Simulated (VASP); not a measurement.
# InAs (F-43m) in VASP: further runs

The runs below take InAs through relaxation of cell and atoms, single point, with PBEsol.

Everything below comes from runs of VASP 6.6.1. Logs are shortened: lines on timing, memory, paths and dates and some standing lists are left out, and cuts for length are marked.

## 1. The cell of the first run

It takes space group F-43m (No. 216, cubic). The conventional cell has a = 6.087 Å, b = 6.087 Å, c = 6.087 Å, α = 90.00°, β = 90.00°, γ = 90.00°. In (site symmetry -43m) has 4 As at 2.64 Å within 3.5 Å. As (site symmetry -43m) has 4 In at 2.64 Å within 3.5 Å.

## 2. Relaxation of cell and atoms, PBEsol, target pressure 2 GPa, at which the enthalpy is minimised

INCAR reads:

```
SYSTEM = InAs
PREC = Accurate
ENCUT = 600
EDIFF = 1E-6
ISMEAR = -1
SIGMA = 0.15
LREAL = .False.
LASPH = .True.
NELM = 60
ALGO = Normal
ISIF = 3
LWAVE = .False.
LCHARG = .False.
GGA = PS
IBRION = 2
NSW = 80
EDIFFG = -0.001
PSTRESS = 20.0
```

KPOINTS reads:

```
Automatic mesh
0
Gamma
  12 12 12
  0 0 0
```

POSCAR reads:

```
InAs
1.0
    0.0000000000      3.0437329618      3.0437329618
    3.0437329618      0.0000000000      3.0437329618
    3.0437329618      3.0437329618      0.0000000000
In As
1 1
Direct
    0.0000000000      0.0000000000      0.0000000000
    0.7500000000      0.7500000000      0.7500000000
```

Potentials or basis: VASP PAW PBE potentials, release 64 (In_d, As).

Command:

```console
cat potpaw_PBE.64/In_d/POTCAR potpaw_PBE.64/As/POTCAR > POTCAR
mpirun -np 1 vasp_std > vasp.out
```

OUTCAR:

```text
SYSTEM = InAs
   PREC = Accurate
   ENCUT = 600
   EDIFF = 1E-6
   ISMEAR = -1
   LREAL = .False.
   LASPH = .True.
   NELM = 60
   ISIF = 3
   GGA = PS
   IBRION = 2
   NSW = 80
   EDIFFG = -0.001
   PSTRESS = 20.0

 ion  position               nearest neighbor table
   1  0.000  0.000  0.000-   2 2.64   2 2.64   2 2.64   2 2.64
   2  0.750  0.750  0.750-   1 2.64   1 2.64   1 2.64   1 2.64

  LATTYP: Found a face centered cubic cell.
 ALAT       =     6.0874659236

  Lattice vectors:

 A1 = (   0.0000000000,   3.0437329618,   3.0437329618)
 A2 = (   3.0437329618,   0.0000000000,   3.0437329618)
 A3 = (   3.0437329618,   3.0437329618,   0.0000000000)

Analysis of symmetry for initial positions (statically):
=====================================================================
 Subroutine PRICEL returns:
 Original cell was already a primitive cell.

 Routine SETGRP: Setting up the symmetry group for a
 face centered cubic supercell.

 Subroutine GETGRP returns: Found 24 space group operations
 (whereof 24 operations were pure point group operations)
 out of a pool of 48 trial point group operations.

The static configuration has the point symmetry T_d .

Analysis of symmetry for dynamics (positions and initial velocities):
=====================================================================
 Subroutine PRICEL returns:
 Original cell was already a primitive cell.

 Routine SETGRP: Setting up the symmetry group for a
 face centered cubic supercell.

 Subroutine GETGRP returns: Found 24 space group operations
 (whereof 24 operations were pure point group operations)
 out of a pool of 48 trial point group operations.

The dynamic configuration has the point symmetry T_d .

 Subroutine INISYM returns: Found 24 space group operations
 (whereof 24 operations are pure point group operations),
 and found     1 'primitive' translations

----------------------------------------------------------------------------------------

                                     Primitive cell

  volume of cell :      56.3962

  direct lattice vectors                    reciprocal lattice vectors
     0.000000000  3.043732962  3.043732962    -0.164271967  0.164271967  0.164271967
     3.043732962  0.000000000  3.043732962     0.164271967 -0.164271967  0.164271967
     3.043732962  3.043732962  0.000000000     0.164271967  0.164271967 -0.164271967

  length of vectors
     4.304488435  4.304488435  4.304488435     0.284527393  0.284527393  0.284527393

  position of ions in fractional coordinates (direct lattice)
     0.000000000  0.000000000  0.000000000
     0.750000000  0.750000000  0.750000000

  ion indices of the primitive-cell ions
   primitive index   ion index
                 1           1
                 2           2

----------------------------------------------------------------------------------------

 KPOINTS: Automatic mesh

Automatic generation of k-mesh.
 Grid dimensions read from file:
 generate k-points for:   12   12   12

 Generating k-lattice:

  Cartesian coordinates                     Fractional coordinates (reciprocal lattice)
    -0.013689331  0.013689331  0.013689331     0.083333333  0.000000000  0.000000000
     0.013689331 -0.013689331  0.013689331     0.000000000  0.083333333  0.000000000
     0.013689331  0.013689331 -0.013689331     0.000000000  0.000000000  0.083333333

  Length of vectors
     0.023710616  0.023710616  0.023710616

  Shift w.r.t. Gamma in fractional coordinates (k-lattice)
     0.000000000  0.000000000  0.000000000

 Subroutine IBZKPT returns following result:
 ===========================================

 Found     72 irreducible k-points:

 Following reciprocal coordinates:
            Coordinates               Weight
  0.000000  0.000000  0.000000      1.000000
  0.083333  0.000000  0.000000      8.000000
  0.166667  0.000000  0.000000      8.000000
  0.250000  0.000000  0.000000      8.000000
  0.333333  0.000000  0.000000      8.000000
  0.416667  0.000000  0.000000      8.000000
[... 16 lines left out ...]
  0.500000  0.166667  0.000000     24.000000
 -0.416667  0.166667  0.000000     24.000000
 [... further k-points ...]
   k-points           NKPTS =     72   k-points in BZ     NKDIM =     72   number of bands    NBANDS=     13
   number of dos      NEDOS =    301   number of ions     NIONS =      2
   total plane-waves  NPLWV =  46656
   dimension x,y,z NGX =    36 NGY =   36 NGZ =   36
   dimension x,y,z NGXF=    72 NGYF=   72 NGZF=   72
   ions per type =               1   1
   NGX,Y,Z   is equivalent  to a cutoff of  13.90, 13.90, 13.90 a.u.
   NGXF,Y,Z  is equivalent  to a cutoff of  27.81, 27.81, 27.81 a.u.
 SYSTEM =  InAs
   PREC   = accura    normal or accurate (medium, high low for compatibility)
   ISTART =      0    job   : 0-new  1-cont  2-samecut
   ICHARG =      2    charge: 1-file 2-atom 10-const
   ISPIN  =      1    spin polarized calculation?
   LNONCOLLINEAR =      F non collinear calculations
   LSORBIT =      F    spin-orbit coupling
   LASPH  =      T    aspherical Exc in radial PAW
   ENCUT  =  600.0 eV  44.10 Ry    6.64 a.u.   8.60  8.60  8.60*2*pi/ulx,y,z
   NELM   =     60;   NELMIN=  2; NELMDL= -5     # of ELM steps
   EDIFF  = 0.1E-05   stopping-criterion for ELM
   LREAL  =      F    real-space projection
   EDIFFG = -.1E-02   stopping-criterion for IOM
   NSW    =     80    number of steps for IOM
   IBRION =      2    ionic relax: 0-MD 1-quasi-New 2-CG
   NFREE  =      1    steps in history (QN), initial steepest desc. (CG)
   ISIF   =      3    stress and relaxation
   ISYM   =      2    0-nonsym 1-usesym 2-fastsym
   POTIM  = 0.5000    time-step for ionic-motion
   TEBEG  =    0.0;   TEEND  =   0.0 temperature during run
   PSTRESS=   20.0 pullay stress
   NELECT =      18.0000    total number of electrons
   NUPDOWN=      -1.0000    fix difference up-down
   EMIN   =  10.00;   EMAX   =-10.00  energy-range for DOS
   EFERMI =   0.00;   METHOD = LEGACY
   ISMEAR =    -1;   SIGMA  =   0.15  broadening in eV -4-tet -1-fermi 0-gaus
   EFERMI_NEDOS =   21; number of points for ismear=-14 and -15
   IALGO  =     38    algorithm
   IMIX   =      4    mixing-type and parameters
     AMIX     =   0.40;   BMIX     =  1.00
     AMIX_MAG =   1.60;   BMIX_MAG =  1.00
  volume/ion in A,a.u.               =      28.20       190.29
  Fermi-wavevector in a.u.,A,eV,Ry     =   1.118791  2.114209 17.030333  1.251694
  Thomas-Fermi vector in A             =   2.255425
   LORBIT       =      0    0 simple, 1 ext, 2 COOP (PROOUT), +10 PAW based schemes
   GGA     = PS    functional components
   LHFCALC =     F    Hartree Fock is set to
   AEXX    =    0.0000 exact exchange contribution
   IVDW    =     0    specifies the selected vdW correction
   LEPSILON=     F    determine dielectric tensor
   LRPA    =     F    only Hartree local field effects (RPA)
 conjugate gradient relaxation of ions
 non-spin polarized calculation
  energy-cutoff  :      600.00
  volume of cell :       56.40
 maximum number of plane-waves:      1900
   NGX = 17   NGY = 17   NGZ = 17

--------------------------------------- Ionic step        1  -------------------------------------------

 number of electron      18.0000004 magnetization

 Free energy of the ion-electron system (eV)
  ---------------------------------------------------
  ext. energy  EPLUGINS =         0.00000000
  ---------------------------------------------------
  free energy    TOTEN  =        -8.49207840 eV

  energy without entropy =       -8.48846507  energy(sigma->0) =       -8.49027173

 E-fermi :   4.5405     XC(G=0):  -9.1976

 val. band max:        4.1713842070   @ k =   0.0000   0.0000   0.0000
 cond. band min:       4.8859515456   @ k =   0.0833   0.0000   0.0000
 fundamental gap:      0.7145673385
 Fermi energy:         4.5405040257

 k-point     1 :       0.0000    0.0000    0.0000
  band No.  band energies     occupation
      1     -10.1188      2.00000
      2     -10.1188      2.00000
      3     -10.1188      2.00000
      4      -9.9989      2.00000
      5      -9.9989      2.00000
      6      -7.5908      2.00000
      7       3.7883      1.98680
      8       4.1714      1.84270
      9       4.1714      1.84270
     10       4.1714      1.84270
     11       8.0200      0.00000
     12       8.0200      0.00000
     13       8.0200      0.00000
[... 353 lines left out ...]
 k-point    24 :      -0.4167    0.1667    0.0000
  band No.  band energies     occupation
      1     -10.2455      2.00000
      2     -10.0829      2.00000
      3     -10.0773      2.00000
      4      -9.9982      2.00000
      5      -9.9930      2.00000
      6      -6.0221      2.00000
      7      -1.4139      2.00000
      8       1.8031      2.00000
      9       2.9306      1.99996
     10       6.2818      0.00002
     11       8.4291      0.00000
     12       9.5042      0.00000
     13      10.9761      0.00000

 [... further k-points ...]
[... 5 lines left out ...]
  --------------------------------------------------------------------------------------
  -------------------------------------------------------------------------------------
  Total        0.0387989      0.0387989      0.0387989     -0.0000000      0.0000000     -0.0000000
  in kB        1.1022503      1.1022503      1.1022503     -0.0000000      0.0000000     -0.0000000
  external PRESSURE =     -18.8977497 kB  Pullay stress =      20.0000000 kB
[... 93 lines left out ...]
  FREE ENERGIE OF THE ION-ELECTRON SYSTEM (eV)
  ---------------------------------------------------
  free  energy   TOTEN  =        -8.4809635134 eV

  energy  without entropy=       -8.4780621500  energy(sigma->0) =       -8.47951283

  enthalpy is  TOTEN    =        -7.7985995607 eV   P V=        0.6823639527

[... ionic steps 4 to 12 ...]

--------------------------------------- Ionic step       13  -------------------------------------------

 number of electron      18.0000003 magnetization

------------------------ aborting loop because EDIFF is reached ----------------------------------------

  FORCE on cell =-STRESS in cart. coord.  units (eV):
  Direction    XX          YY          ZZ          XY          YZ          ZX
  --------------------------------------------------------------------------------------
  -------------------------------------------------------------------------------------
  Total        0.6684141      0.6684141      0.6684141      0.0000000      0.0000000      0.0000000
  in kB       19.5822133     19.5822133     19.5822133      0.0000000      0.0000000      0.0000000
  external PRESSURE =      -0.4177867 kB  Pullay stress =      20.0000000 kB
[... 61 lines left out ...]
  enthalpy is  TOTEN    =        -7.7985978538 eV   P V=        0.6826079211

--------------------------------------- Ionic step       15  -------------------------------------------

 number of electron      18.0000002 magnetization

 Free energy of the ion-electron system (eV)
  ---------------------------------------------------
  ext. energy  EPLUGINS =         0.00000000
  ---------------------------------------------------
  free energy    TOTEN  =        -8.48107321 eV

  energy without entropy =       -8.47816855  energy(sigma->0) =       -8.47962088

 E-fermi :   4.8758     XC(G=0):  -9.3326

 val. band max:        4.4847473981   @ k =   0.0000   0.0000   0.0000
 cond. band min:       5.2897431204   @ k =   0.0833   0.0000   0.0000
 fundamental gap:      0.8049957222
 Fermi energy:         4.8757719221

 k-point     1 :       0.0000    0.0000    0.0000
  band No.  band energies     occupation
      1      -9.8705      2.00000
      2      -9.8705      2.00000
      3      -9.8705      2.00000
      4      -9.7377      2.00000
      5      -9.7377      2.00000
      6      -7.4783      2.00000
      7       4.2580      1.96798
      8       4.4847      1.86260
      9       4.4847      1.86260
     10       4.4847      1.86260
     11       8.3454      0.00000
     12       8.3454      0.00000
     13       8.3454      0.00000
[... 353 lines left out ...]
 k-point    24 :      -0.4167    0.1667    0.0000
  band No.  band energies     occupation
      1     -10.0136      2.00000
      2      -9.8305      2.00000
      3      -9.8242      2.00000
      4      -9.7371      2.00000
      5      -9.7312      2.00000
      6      -5.8032      2.00000
      7      -1.2444      2.00000
      8       2.0231      2.00000
      9       3.1846      1.99997
     10       6.6656      0.00001
     11       8.7561      0.00000
     12       9.8598      0.00000
     13      11.4199      0.00000

 [... further k-points ...]
[... 5 lines left out ...]
  --------------------------------------------------------------------------------------
  -------------------------------------------------------------------------------------
  Total        0.6813510      0.6813510      0.6813510      0.0000000      0.0000000     -0.0000000
  in kB       19.9670807     19.9670807     19.9670807      0.0000000      0.0000000     -0.0000000
  external PRESSURE =      -0.0329193 kB  Pullay stress =      20.0000000 kB
[... 17 lines left out ...]
  FREE ENERGIE OF THE ION-ELECTRON SYSTEM (eV)
  ---------------------------------------------------
  free  energy   TOTEN  =        -8.4810732109 eV

  energy  without entropy=       -8.4781685517  energy(sigma->0) =       -8.47962088

  enthalpy is  TOTEN    =        -7.7985989301 eV   P V=        0.6824742809

 reached required accuracy - stopping structural energy minimisation
```

Wall time 2.2 min (1 thread of Intel Xeon 6975P-C (Granite Rapids), shared host); peak memory 0.26 GiB.

Results:

| Item | Value |
| --- | --- |
| Free energy | -8.4811 eV |
| Relaxed volume | 27.34 Å³/atom |
| Relaxed cell | a = 4.260 Å, b = 4.260 Å, c = 4.260 Å, α = 60.00°, β = 60.00°, γ = 60.00° |
| Space group after relaxing (to 0.05 Å) | F-43m (No. 216) |
| Energy change on relaxing (the enthalpy is what falls) | +5.5 meV/atom |
| Ionic steps | 15 |
| Pressure after relaxing | 2.0 GPa |
| Band gap on the k mesh | zero (filled and empty bands touch) |

The path:
```csv
step,energy change (eV),largest force (eV/Å),pressure (GPa),volume (Å³)
1,0.0000,0.0000,0.11,56.40
2,0.0262,0.0000,3.18,53.72
3,0.0111,0.0000,2.03,54.66
4,0.0107,0.0000,1.96,54.70
5,0.0107,0.0000,1.96,54.70
6,0.0107,0.0000,1.95,54.69
7,0.0107,0.0000,1.96,54.69
8,0.0107,0.0000,1.97,54.69
9,0.0107,0.0000,1.97,54.69
10,0.0107,0.0000,1.96,54.69
11,0.0108,0.0000,1.96,54.69
12,0.0108,0.0000,1.96,54.69
13,0.0108,0.0000,1.96,54.69
14,0.0109,0.0000,1.98,54.68
15,0.0110,0.0000,2.00,54.67
```

Final structure:
```xyz
2
Lattice="0.0000 3.0124 3.0124 3.0124 0.0000 3.0124 3.0124 3.0124 0.0000" Properties=species:S:1:pos:R:3 pbc="T T T"
In    3.0124    6.0248    3.0124
As    4.5186    4.5186    4.5186
```

Caveat: the cell is relaxed towards a set pressure, so the enthalpy falls and the energy may rise; the PAW data sets were made with another functional, which shifts forces and pressure a little; spin-orbit coupling is left out, which moves the levels of the heavy elements.

## 3. Relaxation of cell and atoms, PBEsol, target pressure -3 GPa, at which the enthalpy is minimised

INCAR reads:

```
SYSTEM = InAs
PREC = Accurate ; ENCUT = 600
EDIFF = 1E-6 ; ISMEAR = -1
SIGMA = 0.15 ; LREAL = .FALSE.
LASPH = .TRUE. ; NELM = 100
ALGO = Normal ; ISIF = 3
LWAVE = .FALSE. ; LCHARG = .FALSE.
GGA = PS ; IBRION = 2
NSW = 80 ; EDIFFG = -0.001
PSTRESS = -30.0
```

KPOINTS reads:

```
Automatic mesh
0
G
  12 12 12
  0 0 0
```

POSCAR reads:

```
InAs
1.0
    0.0000000000      3.0437329627      3.0437329627
    3.0437329627      0.0000000000      3.0437329627
    3.0437329627      3.0437329627      0.0000000000
In As
1 1
Direct
    0.0000000000      0.0000000000      0.0000000000
    0.7500000000      0.7500000000      0.7500000000
```

Potentials or basis: VASP PAW PBE potentials, release 64 (In_d, As).

Command:

```console
cat potpaw_PBE.64/In_d/POTCAR potpaw_PBE.64/As/POTCAR > POTCAR
mpirun -np 1 vasp_std > vasp.out
```

Wall time 73 s (1 thread of Intel Xeon 6975P-C (Granite Rapids), shared host); peak memory 0.26 GiB.

The run converged. Its results:

```
Free energy                                            : -8.4556 eV
Relaxed volume                                         : 30.09 Å³/atom
Relaxed cell                                           : a = 4.399 Å, b = 4.399 Å, c = 4.399 Å, α = 60.00°, β = 60.00°, γ = 60.00°
Space group after relaxing (to 0.05 Å)                 : F-43m (No. 216)
Energy change on relaxing (the enthalpy is what falls) : +18.2 meV/atom
Ionic steps                                            : 6
Pressure after relaxing                                : -3.0 GPa
Band gap on the k mesh                                 : zero (filled and empty bands touch)
```

Step by step:
```
step  energy change (eV)  largest force (eV/Å)  pressure (GPa)  volume (Å³)
   1              0.0000                0.0000            0.11        56.40
   2              0.0530                0.0000           -3.56        60.98
   3              0.0359                0.0000           -2.97        60.14
   4              0.0373                0.0000           -3.04        60.22
   5              0.0361                0.0000           -2.98        60.15
   6              0.0365                0.0000           -3.00        60.17
```

Final structure:
```
CELL_PARAMETERS angstrom
0.00000 3.11023 3.11023
3.11023 0.00000 3.11023
3.11023 3.11023 0.00000
ATOMIC_POSITIONS crystal
In 0.00000 0.00000 0.00000
As 0.75000 0.75000 0.75000
```

Levels at points of the mesh, in eV from the Fermi level:
```tsv
k point	band 6	band 7	band 8	band 9	band 10	band 11	band 12	band 13
(0.00, 0.00, 0.00)	-11.69	-1.03	-0.32	-0.32	-0.32	3.49	3.49	3.49
(0.50, 0.00, 0.00)	-10.46	-5.73	-1.20	-1.20	0.38	4.25	4.25	6.27
(0.50, 0.50, 0.00)	-10.00	-5.85	-2.39	-2.39	1.25	1.64	8.23	8.32
```

Caveat: the cell is relaxed towards a set pressure, so the enthalpy falls and the energy may rise; the PAW data sets were made with another functional, which shifts forces and pressure a little; spin-orbit coupling is left out, which moves the levels of the heavy elements. Zero-point motion and thermal expansion aren't in these numbers.

## 4. Single point, PBEsol

This run uses another cell than the first one, of 20.23 Å³/atom, 0.718 times its volume.

INCAR reads:

```
SYSTEM = InAs
ALGO = Normal
EDIFF = 1E-6
ENCUT = 520
GGA = PS
ISIF = 2
ISMEAR = -1
LASPH = .TRUE.
LCHARG = .FALSE.
LREAL = .FALSE.
LWAVE = .FALSE.
NBANDS = 16
NELM = 80
PREC = Accurate
SIGMA = 0.15
```

KPOINTS reads:

```
k-points
0
G
  12 12 12
  0 0 0
```

POSCAR reads:

```
InAs
1.0
    0.0000000000      2.7249301397      2.7249301397
    2.7249301397      0.0000000000      2.7249301397
    2.7249301397      2.7249301397      0.0000000000
In As
1 1
Direct
    0.0000000000      0.0000000000      0.0000000000
    0.7500000000      0.7500000000      0.7500000000
```

Command:

```console
cat potpaw_PBE.64/In_d/POTCAR potpaw_PBE.64/As/POTCAR > POTCAR
mpirun -np 1 vasp_std > vasp.out
```

Wall time 88 s (1 thread of AMD EPYC, shared host); peak memory 0.17 GiB.

It converged, with:

```
Free energy            : -7.0107 eV
Pressure               : 40.3 GPa
Band gap on the k mesh : 0.75 eV, indirect (least direct gap 1.23 eV)
```

Levels at points of the mesh, in eV from the valence-band top:
| k point | band 5 | band 6 | band 7 | band 8 | band 9 | band 10 | band 11 | band 12 | band 13 | band 14 |
| --- | --- | --- | --- | --- | --- | --- | --- | --- | --- | --- |
| (0.00, 0.00, 0.00) | -15.15 | -14.48 | 0.00 | 0.00 | 0.00 | 1.23 | 3.82 | 3.82 | 3.82 | 8.49 |
| (0.50, 0.00, 0.00) | -15.12 | -11.72 | -7.89 | -1.59 | -1.59 | 1.55 | 4.62 | 4.62 | 6.67 | 10.74 |
| (0.50, 0.50, 0.00) | -15.09 | -10.82 | -7.57 | -3.68 | -3.68 | 0.75 | 1.73 | 11.37 | 11.46 | 11.46 |

Caveat: the PAW data sets were made with another functional, which shifts forces and pressure a little; spin-orbit coupling is left out, which moves the levels of the heavy elements. A k mesh can miss the band edges.

(Part 1 of 2 ends here.)
